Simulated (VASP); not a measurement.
# AlO2 (Cmcm) in VASP: a series of runs

The runs below take AlO2 through single point, with PBE.

All numbers are computed with VASP 6.6.1; they aren't measurements. Logs are shortened: lines on timing, memory, paths and dates and some standing lists are left out, and cuts for length are marked.

## (1) The cell of the first run

Symmetry: Cmcm, No. 63, orthorhombic system. Conventional cell: a = 2.937 Å, b = 9.992 Å, c = 3.629 Å, α = 90.00°, β = 90.00°, γ = 90.00°. Al (site symmetry m2m) has 6 O at 1.86 to 1.97 Å within 2.5 Å. Within 2.5 Å of O (site symmetry m2m) lie 4 Al at 1.86 to 1.97 Å and 4 O at 2.50 Å. Within 2.5 Å of O (site symmetry m2m) lie 2 O at 1.91 Å and 2 Al at 1.97 Å.

## (2) Single point, PBE

INCAR reads:

```
ALGO     = Normal         # electronic algorithm
EDIFF    = 1E-7           # SCF threshold, eV
ENCUT    = 520            # plane-wave cutoff, eV
GGA      = PE             # functional
ISIF     = 2              # what is computed and relaxed
ISMEAR   = 0              # smearing method
LASPH    = T              # aspherical terms in the spheres
LCHARG   = F              # write CHGCAR
LREAL    = F              # projectors in reciprocal space
LWAVE    = F              # write WAVECAR
NBANDS   = 24             # bands
NELM     = 60             # most SCF steps
PREC     = Accurate       # precision mode
SIGMA    = 0.1            # smearing width, eV
```

KPOINTS reads:

```
k-points
0
Gamma
  12 12 10
```

POSCAR reads:

```
AlO2
1.0
    1.4687209099     -4.9961925548      0.0000000000
    1.4687209099      4.9961925548      0.0000000000
    0.0000000000      0.0000000000      3.6286633660
Al O
2 4
Direct
    0.3374715508      0.6625284492      0.2500000000
    0.6625284492      0.3374715508      0.7500000000
    0.7054217306      0.2945782694      0.2500000000
    0.2945782694      0.7054217306      0.7500000000
    0.9695243321      0.0304756679      0.2500000000
    0.0304756679      0.9695243321      0.7500000000
```

Potentials or basis: VASP PAW PBE potentials, release 64 (Al, O).

The run is started by

```
> cat potpaw_PBE.64/Al/POTCAR potpaw_PBE.64/O/POTCAR > POTCAR
> mpirun -np 1 vasp_std > vasp.out
```

OUTCAR:

```text
EDIFF = 1E-7
   ENCUT = 520
   GGA = PE
   ISIF = 2
   ISMEAR = 0
   LASPH = T
   LREAL = F
   NELM = 60
   PREC = Accurate

 ion  position               nearest neighbor table
   1  0.337  0.663  0.250-   4 1.86   4 1.86   3 1.97   3 1.97   5 1.97   5 1.97   2 2.92   2 2.92
                             2 2.92   2 2.92
   2  0.663  0.337  0.750-   3 1.86   3 1.86   4 1.97   4 1.97   6 1.97   6 1.97   1 2.92   1 2.92
                             1 2.92   1 2.92
   3  0.705  0.295  0.250-   2 1.86   2 1.86   1 1.97   1 1.97
   4  0.295  0.705  0.750-   1 1.86   1 1.86   2 1.97   2 1.97
   5  0.970  0.030  0.250-   6 1.91   6 1.91   1 1.97   1 1.97
   6  0.030  0.970  0.750-   5 1.91   5 1.91   2 1.97   2 1.97

  LATTYP: Found a base centered orthorhombic cell.
 ALAT       =     2.9374418198
 B/A-ratio  =     3.4017303908
 C/A-ratio  =     1.2353141232

  Lattice vectors:

 A1 = (   1.4687209099,  -4.9961925548,   0.0000000000)
 A2 = (   1.4687209099,   4.9961925548,   0.0000000000)
 A3 = (   0.0000000000,   0.0000000000,   3.6286633660)

Analysis of symmetry for initial positions (statically):
=====================================================================
 Subroutine PRICEL returns:
 Original cell was already a primitive cell.

 Routine SETGRP: Setting up the symmetry group for a
 base centered orthorhombic supercell.

 Subroutine GETGRP returns: Found  8 space group operations
 (whereof  4 operations were pure point group operations)
 out of a pool of  8 trial point group operations.

The static configuration has the point symmetry C_2h.
 The point group associated with its full space group is D_2h.

Analysis of symmetry for dynamics (positions and initial velocities):
=====================================================================
 Subroutine PRICEL returns:
 Original cell was already a primitive cell.

 Routine SETGRP: Setting up the symmetry group for a
 base centered orthorhombic supercell.

 Subroutine GETGRP returns: Found  8 space group operations
 (whereof  4 operations were pure point group operations)
 out of a pool of  8 trial point group operations.

The dynamic configuration has the point symmetry C_2h.
 The point group associated with its full space group is D_2h.

 Subroutine INISYM returns: Found  8 space group operations
 (whereof  4 operations are pure point group operations),
 and found     1 'primitive' translations

----------------------------------------------------------------------------------------

                                     Primitive cell

  volume of cell :      53.2544

  direct lattice vectors                    reciprocal lattice vectors
     1.468720910 -4.996192555  0.000000000     0.340432275 -0.100076207  0.000000000
     1.468720910  4.996192555  0.000000000     0.340432275  0.100076207  0.000000000
     0.000000000  0.000000000  3.628663366     0.000000000  0.000000000  0.275583569

  length of vectors
     5.207598406  5.207598406  3.628663366     0.354837119  0.354837119  0.275583569

  position of ions in fractional coordinates (direct lattice)
     0.337471551  0.662528449  0.250000000
     0.662528449  0.337471551  0.750000000
     0.705421731  0.294578269  0.250000000
     0.294578269  0.705421731  0.750000000
     0.969524332  0.030475668  0.250000000
     0.030475668  0.969524332  0.750000000

  ion indices of the primitive-cell ions
   primitive index   ion index
                 1           1
                 2           2
                 3           3
                 4           4
                 5           5
                 6           6

----------------------------------------------------------------------------------------

 KPOINTS: k-points

Automatic generation of k-mesh.
 Grid dimensions read from file:
 generate k-points for:   12   12   10

 Generating k-lattice:

  Cartesian coordinates                     Fractional coordinates (reciprocal lattice)
     0.028369356 -0.008339684  0.000000000     0.083333333  0.000000000  0.000000000
     0.028369356  0.008339684  0.000000000     0.000000000  0.083333333  0.000000000
     0.000000000  0.000000000  0.027558357     0.000000000  0.000000000  0.100000000

  Length of vectors
     0.029569760  0.029569760  0.027558357

  Shift w.r.t. Gamma in fractional coordinates (k-lattice)
     0.000000000  0.000000000  0.000000000

 Subroutine IBZKPT returns following result:
 ===========================================

 Found    258 irreducible k-points:

 Following reciprocal coordinates:
            Coordinates               Weight
  0.000000  0.000000  0.000000      1.000000
  0.083333 -0.000000  0.000000      4.000000
  0.166667 -0.000000  0.000000      4.000000
  0.250000 -0.000000  0.000000      4.000000
  0.333333  0.000000  0.000000      4.000000
  0.416667 -0.000000  0.000000      4.000000
[... 16 lines left out ...]
  0.500000  0.166667  0.000000      4.000000
 -0.416667  0.166667  0.000000      4.000000
 [... further k-points ...]
   k-points           NKPTS =    258   k-points in BZ     NKDIM =    258   number of bands    NBANDS=     24
   number of dos      NEDOS =    301   number of ions     NIONS =      6
   total plane-waves  NPLWV =  44800
   dimension x,y,z NGX =    40 NGY =   40 NGZ =   28
   dimension x,y,z NGXF=    80 NGYF=   80 NGZF=   56
   ions per type =               2   4
   NGX,Y,Z   is equivalent  to a cutoff of  12.77, 12.77, 12.83 a.u.
   NGXF,Y,Z  is equivalent  to a cutoff of  25.54, 25.54, 25.66 a.u.
 SYSTEM =  unknown system
   PREC   = accura    normal or accurate (medium, high low for compatibility)
   ISTART =      0    job   : 0-new  1-cont  2-samecut
   ICHARG =      2    charge: 1-file 2-atom 10-const
   ISPIN  =      1    spin polarized calculation?
   LNONCOLLINEAR =      F non collinear calculations
   LSORBIT =      F    spin-orbit coupling
   LASPH  =      T    aspherical Exc in radial PAW
   ENCUT  =  520.0 eV  38.22 Ry    6.18 a.u.   9.68  9.68  6.75*2*pi/ulx,y,z
   NELM   =     60;   NELMIN=  2; NELMDL= -5     # of ELM steps
   EDIFF  = 0.1E-06   stopping-criterion for ELM
   LREAL  =      F    real-space projection
   EDIFFG = 0.1E-05   stopping-criterion for IOM
   NSW    =      0    number of steps for IOM
   IBRION =     -1    ionic relax: 0-MD 1-quasi-New 2-CG
   NFREE  =      0    steps in history (QN), initial steepest desc. (CG)
   ISIF   =      2    stress and relaxation
   ISYM   =      2    0-nonsym 1-usesym 2-fastsym
   POTIM  = 0.5000    time-step for ionic-motion
   TEBEG  =    0.0;   TEEND  =   0.0 temperature during run
   PSTRESS=    0.0 pullay stress
   NELECT =      30.0000    total number of electrons
   NUPDOWN=      -1.0000    fix difference up-down
   EMIN   =  10.00;   EMAX   =-10.00  energy-range for DOS
   EFERMI =   0.00;   METHOD = LEGACY
   ISMEAR =     0;   SIGMA  =   0.10  broadening in eV -4-tet -1-fermi 0-gaus
   EFERMI_NEDOS =   21; number of points for ismear=-14 and -15
   IALGO  =     38    algorithm
   IMIX   =      4    mixing-type and parameters
     AMIX     =   0.40;   BMIX     =  1.00
     AMIX_MAG =   1.60;   BMIX_MAG =  1.00
  volume/ion in A,a.u.               =       8.88        59.90
  Fermi-wavevector in a.u.,A,eV,Ry     =   1.352063  2.555028 24.872456  1.828074
  Thomas-Fermi vector in A             =   2.479433
   LORBIT       =      0    0 simple, 1 ext, 2 COOP (PROOUT), +10 PAW based schemes
   GGA     = PE    functional components
   LHFCALC =     F    Hartree Fock is set to
   AEXX    =    0.0000 exact exchange contribution
   IVDW    =     0    specifies the selected vdW correction
   LEPSILON=     F    determine dielectric tensor
   LRPA    =     F    only Hartree local field effects (RPA)
 non-spin polarized calculation
 Gauss-broadening in eV      SIGMA  =   0.10
  energy-cutoff  :      520.00
  volume of cell :       53.25
 maximum number of plane-waves:      1476
   NGX = 19   NGY = 19   NGZ = 13

 number of electron      30.0000003 magnetization

 Free energy of the ion-electron system (eV)
  ---------------------------------------------------
  ext. energy  EPLUGINS =         0.00000000
  ---------------------------------------------------
  free energy    TOTEN  =       -40.27589960 eV

  energy without entropy =      -40.26746151  energy(sigma->0) =      -40.27168055

 E-fermi :   5.9128     XC(G=0): -11.4110

 val. band max:        5.9079697326   @ k =   0.2500  -0.0000   0.5000
 cond. band min:       5.9179849377   @ k =  -0.3333   0.0833   0.5000
 fundamental gap:      0.0100152051
 Fermi energy:         5.9128417942

 k-point     1 :       0.0000    0.0000    0.0000
  band No.  band energies     occupation
      1     -14.5402      2.00000
      2     -12.9135      2.00000
      3     -10.9146      2.00000
      4     -10.3101      2.00000
      5      -1.0879      2.00000
      6      -0.1501      2.00000
[... 16 lines left out ...]
     23      19.1931      0.00000
     24      20.9116      0.00000

 k-point     2 :       0.0833   -0.0000    0.0000
  band No.  band energies     occupation
      1     -14.4817      2.00000
      2     -12.8945      2.00000
      3     -10.9342      2.00000
      4     -10.2831      2.00000
      5      -1.0214      2.00000
      6      -0.1245      2.00000
[... 16 lines left out ...]
     23      19.0539      0.00000
     24      19.9763      0.00000

 k-point     3 :       0.1667   -0.0000    0.0000
  band No.  band energies     occupation
      1     -14.3144      2.00000
      2     -12.8365      2.00000
      3     -11.0016      2.00000
      4     -10.2089      2.00000
      5      -0.8296      2.00000
      6      -0.0708      2.00000
[... 16 lines left out ...]
     23      18.6985      0.00000
     24      18.8451      0.00000
[... 514 lines left out ...]
 k-point    23 :       0.5000    0.1667    0.0000
  band No.  band energies     occupation
      1     -13.6739      2.00000
      2     -12.7551      2.00000
      3     -11.3584      2.00000
      4      -9.9569      2.00000
      5      -0.3373      2.00000
      6      -0.0805      2.00000
[... 16 lines left out ...]
     23      18.5421      0.00000
     24      19.4868      0.00000

 k-point    24 :      -0.4167    0.1667    0.0000
  band No.  band energies     occupation
      1     -13.9156      2.00000
      2     -12.9711      2.00000
      3     -11.1327      2.00000
      4     -10.0442      2.00000
      5      -0.3735      2.00000
      6       0.1343      2.00000
[... 16 lines left out ...]
     23      18.6324      0.00000
     24      19.2641      0.00000

 [... further k-points ...]

------------------------ aborting loop because EDIFF is reached ----------------------------------------

  FORCE on cell =-STRESS in cart. coord.  units (eV):
  Direction    XX          YY          ZZ          XY          YZ          ZX
  --------------------------------------------------------------------------------------
  -------------------------------------------------------------------------------------
  Total       -0.0096876     -0.0619923     -0.0612766      0.0000000     -0.0000000      0.0000000
  in kB       -0.2914538     -1.8650607     -1.8435308      0.0000000     -0.0000000      0.0000000
  external PRESSURE =      -1.3333484 kB  Pullay stress =       0.0000000 kB

 VOLUME and BASIS-vectors are now :
 -----------------------------------------------------------------------------
  energy-cutoff  :      520.00
  volume of cell :       53.25
      direct lattice vectors                 reciprocal lattice vectors
     1.468720910 -4.996192555  0.000000000     0.340432275 -0.100076207  0.000000000
     1.468720910  4.996192555  0.000000000     0.340432275  0.100076207  0.000000000
     0.000000000  0.000000000  3.628663366     0.000000000  0.000000000  0.275583569

 POSITION                                       TOTAL-FORCE (eV/Angst)
 -----------------------------------------------------------------------------------
      1.46872      1.62405      0.90717         0.000000     -0.013462      0.000000
      1.46872     -1.62405      2.72150         0.000000      0.013462      0.000000
      1.46872     -2.05265      0.90717         0.000000      0.003003      0.000000
      1.46872      2.05265      2.72150         0.000000     -0.003003      0.000000
      1.46872     -4.69167      0.90717         0.000000      0.000643     -0.000000
      1.46872      4.69167      2.72150         0.000000     -0.000643     -0.000000
 -----------------------------------------------------------------------------------
    total drift:                                0.000000      0.000000      0.000000

  FREE ENERGIE OF THE ION-ELECTRON SYSTEM (eV)
  ---------------------------------------------------
  free  energy   TOTEN  =       -40.2758995979 eV

  energy  without entropy=      -40.2674615058  energy(sigma->0) =      -40.27168055
```

Run time: 4.3 min. Hardware: 1 thread of AMD EPYC 9R45 (Zen 5), shared host; peak memory 0.35 GiB.

What came out:

| Quantity | Value |
| --- | --- |
| Free energy | -40.2759 eV |
| Pressure | -0.1 GPa |
| Largest force | 0.013 eV/Å |
| Band gap on the k mesh | zero (bands 15 and 16 overlap by 0.18 eV) |

Forces on the atoms (eV/Å):
```
Al   0.000 -0.013  0.000
Al   0.000  0.013  0.000
O    0.000  0.003  0.000
O    0.000 -0.003  0.000
O    0.000  0.001  0.000
O    0.000 -0.001  0.000
```

Stress tensor (GPa, compression positive):
```
-0.03  0.00  0.00
 0.00 -0.19  0.00
 0.00  0.00 -0.18
```

Levels at points of the mesh, in eV from the Fermi level:
```tsv
k point	band 13	band 14	band 15	band 16	band 17	band 18
(0.00, 0.00, 0.00)	-1.25	-1.12	-0.75	1.78	5.03	8.24
(0.50, 0.00, 0.00)	-2.67	-1.84	-1.55	1.88	8.84	9.36
(0.50, 0.50, 0.00)	-1.94	-1.34	-0.81	1.85	6.46	7.35
(0.00, 0.00, 0.50)	-1.65	-1.65	-0.10	-0.10	7.51	7.51
(0.50, 0.00, 0.50)	-1.58	-1.58	0.07	0.07	9.82	9.82
(0.50, 0.50, 0.50)	-2.03	-2.03	-0.08	-0.08	7.85	7.85
```

## (3) Single point, PBE

This run uses another cell than the first one, of 9.77 Å³/atom.

INCAR reads:

```
ALGO = Normal
EDIFF = 1E-6
ENCUT = 520
GGA = PE
ISIF = 2
ISMEAR = 0
LASPH = T
LCHARG = F
LREAL = F
LWAVE = F
NBANDS = 24
NELM = 100
PREC = Accurate
SIGMA = 0.1
```

KPOINTS is that of step 2.

POSCAR reads:

```
AlO2
1.0
    1.4881620000     -5.4028330000      0.0000000000
    1.4881620000      5.4028330000      0.0000000000
    0.0000000000      0.0000000000      3.6466120000
Al O
2 4
Direct
    0.3318670000      0.6681330000      0.2500000000
    0.6681330000      0.3318670000      0.7500000000
    0.7058160000      0.2941840000      0.2500000000
    0.2941840000      0.7058160000      0.7500000000
    0.9389280000      0.0610720000      0.2500000000
    0.0610720000      0.9389280000      0.7500000000
```

Potentials or basis: VASP PAW PBE potentials, release 64 (Al, O).

The run is started by

```
> cat potpaw_PBE.64/Al/POTCAR potpaw_PBE.64/O/POTCAR > POTCAR
> mpirun -np 1 vasp_std > vasp.out
```

It took 4.9 min on 1 thread of AMD EPYC 9R45 (Zen 5), shared host; peak memory 0.37 GiB.

Results (log left out):

| Item | Value |
| --- | --- |
| Free energy | -39.6005 eV |
| Pressure | -1.3 GPa |
| Largest force | 0.716 eV/Å |
| Band gap on the k mesh | zero (bands 15 and 16 overlap by 0.57 eV) |

Forces on the atoms (eV/Å):
```
Al   0.000 -0.210  0.000
Al   0.000  0.210  0.000
O    0.000  0.082  0.000
O    0.000 -0.082  0.000
O    0.000 -0.716  0.000
O    0.000  0.716  0.000
```

Stress tensor (GPa, compression positive):
```
-1.88  0.00  0.00
 0.00 -2.02  0.00
 0.00  0.00  0.02
```

Levels at points of the mesh, in eV from the Fermi level:
```tsv
k point	band 11	band 12	band 13	band 14	band 15	band 16	band 17	band 18	band 19	band 20
(0.00, 0.00, 0.00)	-2.32	-1.81	-1.34	-0.48	0.05	0.09	5.93	8.44	9.92	10.83
(0.50, 0.00, 0.00)	-2.56	-2.47	-1.80	-1.08	-0.54	-0.05	9.88	10.01	11.53	11.56
(0.50, 0.50, 0.00)	-1.67	-1.55	-1.53	-1.49	-0.48	0.00	7.41	7.60	8.91	12.19
(0.00, 0.00, 0.50)	-1.79	-1.79	-1.05	-1.05	-0.20	-0.20	8.71	8.71	9.68	9.68
(0.50, 0.00, 0.50)	-2.35	-2.35	-1.28	-1.28	0.18	0.18	10.26	10.26	11.73	11.73
(0.50, 0.50, 0.50)	-2.21	-2.21	-1.69	-1.69	0.36	0.36	8.91	8.91	9.90	9.90
```

## (4) Single point, PBE, collinear spin

This run uses another cell than the first one, of 9.77 Å³/atom.

INCAR reads:

```
SYSTEM = AlO2
PREC = Accurate ; ENCUT = 520
EDIFF = 1E-6 ; ISMEAR = 0
SIGMA = 0.1 ; LREAL = .FALSE.
LASPH = .TRUE. ; NELM = 150
ALGO = Normal ; ISIF = 2
LWAVE = .FALSE. ; LCHARG = .TRUE.
ISPIN = 2 ; MAGMOM = 0 0 0 0 1 1
LORBIT = 11 ; GGA = PE
LELF = .TRUE. ; LVHAR = .TRUE.
NBANDS = 28
```

KPOINTS reads:

```
regular mesh
0
G
  6 6 6
  0 0 0
```

POSCAR is that of step 3.

The run is started by

```
> cat potpaw_PBE.64/Al/POTCAR potpaw_PBE.64/O/POTCAR > POTCAR
> mpirun -np 1 vasp_std > vasp.out
```

It took 2.5 min on 1 thread of AMD EPYC 9R45 (Zen 5), shared host; peak memory 0.28 GiB.

The run converged. Its results:

* Free energy: -39.8958 eV
* Pressure: -0.4 GPa
* Largest force: 0.046 eV/Å
* Net moment: 1.94 μB per cell
* Site moments: Al -0.01; O +0.10, +0.73 (each value once) μB
* Valence electrons inside the program's atomic spheres: Al 0.70; O 5.15, 4.90 (each value once)

Forces on the atoms (eV/Å):
```
Al   0.000  0.019  0.000
Al   0.000 -0.019  0.000
O    0.000 -0.015  0.000
O    0.000  0.015  0.000
O    0.000  0.046  0.000
O    0.000 -0.046  0.000
```

Stress tensor (GPa, compression positive):
```
-0.22  0.00  0.00
 0.00 -0.59  0.00
 0.00  0.00 -0.43
```

Levels at points of the mesh, in eV from the Fermi level:
Spin up:
```
           k point  band 14  band 15  band 16  band 17  band 18  band 19
(0.00, 0.00, 0.00)    -0.44    -0.28    -0.20     6.05     8.71    10.09
(0.50, 0.00, 0.00)    -1.06    -0.84    -0.74    10.08    10.23    11.64
(0.50, 0.50, 0.00)    -1.40    -0.67    -0.20     7.51     7.73     9.16
(0.00, 0.00, 0.50)    -1.09    -0.81    -0.81     8.80     8.80     9.87
(0.50, 0.00, 0.50)    -1.12    -0.38    -0.38    10.42    10.42    11.86
(0.50, 0.50, 0.50)    -1.51    -0.14    -0.14     8.98     8.98    10.11
```
Spin down:
| k point | band 11 | band 12 | band 13 | band 14 | band 15 | band 16 | band 17 | band 18 |
| --- | --- | --- | --- | --- | --- | --- | --- | --- |
| (0.00, 0.00, 0.00) | -1.52 | -1.14 | -0.85 | -0.05 | 0.90 | 1.30 | 6.31 | 8.76 |
| (0.50, 0.00, 0.00) | -1.84 | -1.38 | -1.28 | -0.48 | 0.25 | 1.32 | 10.24 | 10.36 |
| (0.50, 0.50, 0.00) | -1.19 | -0.86 | -0.81 | -0.74 | -0.05 | 1.34 | 7.73 | 8.06 |
| (0.00, 0.00, 0.50) | -1.34 | -1.34 | -0.38 | -0.38 | 0.92 | 0.92 | 9.07 | 9.07 |
| (0.50, 0.00, 0.50) | -1.67 | -1.67 | -0.76 | -0.76 | 1.31 | 1.31 | 10.55 | 10.55 |
| (0.50, 0.50, 0.50) | -1.67 | -1.67 | -1.24 | -1.24 | 1.45 | 1.45 | 9.28 | 9.28 |

Caveat: the k points lie up to 0.36 Å⁻¹ apart.

(Part 1 of 2 ends here.)

The gap in the log of VASP goes by the Fermi energy; the results here count the filled bands.